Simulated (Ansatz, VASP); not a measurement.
**One calculation of W3O4, two programs**

INCAR

```
SYSTEM = W3O4
PREC = Accurate ; ENCUT = 600
EDIFF = 1E-7 ; ISMEAR = 0
SIGMA = 0.1 ; LREAL = .False.
LASPH = .True. ; NELM = 60
ALGO = Normal ; ISIF = 3
LWAVE = .False. ; LCHARG = .False.
GGA = PE ; IBRION = 2
NSW = 100 ; EDIFFG = -0.01
```

File KPOINTS:

```
regular mesh
0
Gamma
  10 10 10
  0 0 0
```

File POSCAR:

```
W3O4
1.0
    4.2817608731      0.0000000000      0.0000000000
    0.0000000000      4.2817608731      0.0000000000
    0.0000000000      0.0000000000      4.2817608731
W O
3 4
Direct
    0.5000000000      0.5000000000      0.0000000000
    0.0000000000      0.5000000000      0.5000000000
    0.5000000000      0.0000000000      0.5000000000
    0.5000000000      0.5000000000      0.5000000000
    0.5000000000      0.0000000000      0.0000000000
    0.0000000000      0.5000000000      0.0000000000
    0.0000000000      0.0000000000      0.5000000000
```

Input for Ansatz:

```yaml
crystal:
  lattice:
    - [4.2817608731, 0.0, 0.0]
    - [0.0, 4.2817608731, 0.0]
    - [0.0, 0.0, 4.2817608731]
  atoms:
    - { symbol: W, position: [0.5, 0.5, 0.0] }
    - { symbol: W, position: [0.0, 0.5, 0.5] }
    - { symbol: W, position: [0.5, 0.0, 0.5] }
    - { symbol: O, position: [0.5, 0.5, 0.5] }
    - { symbol: O, position: [0.5, 0.0, 0.0] }
    - { symbol: O, position: [0.0, 0.5, 0.0] }
    - { symbol: O, position: [0.0, 0.0, 0.5] }
basis:
  ecutwfc: 420
kpoints:
  mp_grid: { grid: [10, 10, 10] }
hamiltonian:
  xc: pbe
scf:
  occupations: { method: gaussian, width: 0.1 }
output:
  forces: true
  stress: true
  eigenvalues: true
  write_density: true
  write_potential: true
  elf: true
  volumetric_format: npy
relax:
  adjacent_minimum: "off"
  f_tol: 0.01
  max_steps: 80
  cell: { stress_tol: 0.05 }
```

Change from the starting cell: species swapped into the W3N4 type (Pm-3m, No. 221).

Alike in both runs: task relaxation of cell and atoms; functional PBE; k mesh 10 × 10 × 10; occupations gaussian, width 0.1 eV; no spin polarisation.

```csv
,VASP,Ansatz
version,VASP 6.6.1,Ansatz 0.2.0
potentials or method,"VASP PAW PBE potentials, release 64 (W_sv, O), cutoff 600 eV","scalar-relativistic, plane waves, PAW"
valence electrons in the cell,66,66
```

```csv
,VASP,Ansatz,Ansatz less VASP
"gap on the k mesh at the Fermi level, each at its own relaxed structure (eV)",none,none,-
relaxed volume (Å³/atom),11.30,11.23,-0.066
relaxed cell length with the largest relative difference (Å),4.292,4.284,-0.0084
```

A gap of «none» marks a metal or a gap that the smearing closes.

Spin-orbit coupling is off throughout.
